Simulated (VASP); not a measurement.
Write the native input for VASP 6.6.1 that does the following.

```yaml
Task: single point
Functional: PBEsol
Potentials_or_basis: VASP PAW PBE potentials, release 64 (Ti_sv, Co)
Cutoff: 520 eV
k_mesh: 14 × 14 × 14
Occupations: gaussian, width 0.1 eV
Spin: collinear spin, ferromagnetic start
Starting_moments: "[0.0, 0.75] μB"
Dipole_correction: no
Further_INCAR_settings: ALGO = Normal; EDIFF = 1e-06; NBANDS = 22
```

The structure of TiCo lies in POSCAR:

```
TiCo
1.0
    2.9676013357      0.0000000000      0.0000000000
    0.0000000000      2.9676013357      0.0000000000
    0.0000000000      0.0000000000      2.9676013357
Ti Co
1 1
Direct
    0.0000000000      0.0000000000      0.0000000000
    0.5000000000      0.5000000000      0.5000000000
```

These files were run (other wordings do the same):

INCAR

```
  PREC = Accurate
  ENCUT = 520
  EDIFF = 1E-6
  ISMEAR = 0
  SIGMA = 0.1
  LREAL = F
  LASPH = T
  NELM = 150
  ALGO = Normal
  ISIF = 2
  LWAVE = F
  LCHARG = F
  ISPIN = 2
  MAGMOM = 0 0.75
  LORBIT = 11
  LMAXMIX = 4
  GGA = PS
  NBANDS = 22
```

KPOINTS

```
Automatic mesh
0
Gamma
  14 14 14
```

Potentials or basis: VASP PAW PBE potentials, release 64 (Ti_sv, Co).

Launch:

```console
$ cat potpaw_PBE.64/Ti_sv/POTCAR potpaw_PBE.64/Co/POTCAR > POTCAR
$ mpirun -np 1 vasp_std > vasp.out
```

It gave:

```yaml
Pressure: -5.4 GPa
Net_moment: 0.70 μB per cell
Site_moments: Ti -0.01; Co +0.74 μB
Valence_electrons_inside_the_program's_atomic_spheres: Ti 10.31; Co 8.32
```

Caveat: the cell stands under tension; the PAW data sets were made with another functional, which shifts forces and pressure a little.

Run time: 89 s on 1 thread of Intel(R) Xeon(R) Platinum 8375C CPU @ 2.90GHz (Ice Lake), on a shared host, peak memory 0.23 GiB.
